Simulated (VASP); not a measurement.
Fe:

```
Fe
1.0
     2.86600    0.00000    0.00000
     0.00000    2.86600    0.00000
     0.00000    0.00000    2.86600
Fe
2
Direct
  0.00000 0.00000 0.00000
  0.50000 0.50000 0.50000
```

- Program: VASP 6.6.1
- Task: relaxation of volume and atoms at fixed shape
- Functional: PBEsol
- Potentials or basis: VASP PAW PBE potentials, release 64 (Fe)
- Cutoff: 600 eV
- k mesh: 18 × 18 × 18
- Occupations: methfessel-paxton, width 0.1 eV
- Spin: collinear spin, ferromagnetic start
- Starting moments: [2.4, 2.4] μB

At the start: pressure -15.2 GPa; volume 11.77 Å³/atom.

Q: Where does the relaxation end?

A: Over 4 steps the energy falls by 49.2 meV/atom and the volume is 10.82 Å³/atom (-8.1 %); space group Im-3m (No. 229, to 0.05 Å); moment 4.21 μB per cell.

The path:
| step | energy change (eV) | largest force (eV/Å) | pressure (GPa) | volume (Å³) |
| --- | --- | --- | --- | --- |
| 1 | 0.0000 | 0.0000 | -15.18 | 23.54 |
| 2 | 0.0117 | 0.0000 | 22.16 | 19.94 |
| 3 | -0.0983 | 0.0000 | -0.52 | 21.68 |
| 4 | -0.0983 | 0.0000 | 0.00 | 21.63 |

Final structure:
```cif
data_structure
_symmetry_space_group_name_H-M 'P 1'
_symmetry_Int_Tables_number 1
_cell_length_a 2.7863
_cell_length_b 2.7863
_cell_length_c 2.7863
_cell_angle_alpha 90.000
_cell_angle_beta 90.000
_cell_angle_gamma 90.000
_cell_volume 21.63
loop_
_atom_site_label
_atom_site_type_symbol
_atom_site_fract_x
_atom_site_fract_y
_atom_site_fract_z
_atom_site_occupancy
Fe1 Fe 0.00000 0.00000 0.00000 1
Fe2 Fe 0.50000 0.50000 0.50000 1
```

Caveat: the PAW data sets were made with another functional, which shifts forces and pressure a little.
